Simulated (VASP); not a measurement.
Input of a VASP 6.6.1 run:

File INCAR:

```
  ALGO = Fast
  EDIFF = 1E-7
  ENCUT = 520
  GGA = PS
  ISIF = 2
  ISMEAR = 0
  ISPIN = 2
  LASPH = T
  LCHARG = F
  LMAXMIX = 4
  LORBIT = 11
  LREAL = F
  LWAVE = F
  MAGMOM = 0.83 0.83 4.14 4.14 4.14 4.14
  NBANDS = 32
  NELM = 150
  NUPDOWN = 20.0
  PREC = Accurate
  SIGMA = 0.1
```

KPOINTS

```
k-points
0
Gamma
  10 10 10
```

POSCAR

```
AlFe2
1.0
    0.0000000000      3.3513150000      3.3513150000
    3.3513150000      0.0000000000      3.3513150000
    3.3513150000      3.3513150000      0.0000000000
Al Fe
2 4
Direct
    0.2500000000      0.2500000000      0.2500000000
    0.0000000000      0.0000000000      0.0000000000
    0.6250000000      0.1250000000      0.6250000000
    0.6250000000      0.6250000000      0.1250000000
    0.1250000000      0.6250000000      0.6250000000
    0.6250000000      0.6250000000      0.6250000000
```

Potentials or basis: VASP PAW PBE potentials, release 64 (Al, Fe).

The run is started by

```console
$ cat potpaw_PBE.64/Al/POTCAR potpaw_PBE.64/Fe/POTCAR > POTCAR
$ mpirun -np 1 vasp_std > vasp.out
```

**Question.** What does it give for the pressure?

**Answer.** 63.6 GPa.

Caveat: the moment is held away from its start; the cell stands under pressure; the PAW data sets were made with another functional, which shifts forces and pressure a little; the total moment is fixed, so each spin has its own Fermi level and the state may be an excited one.
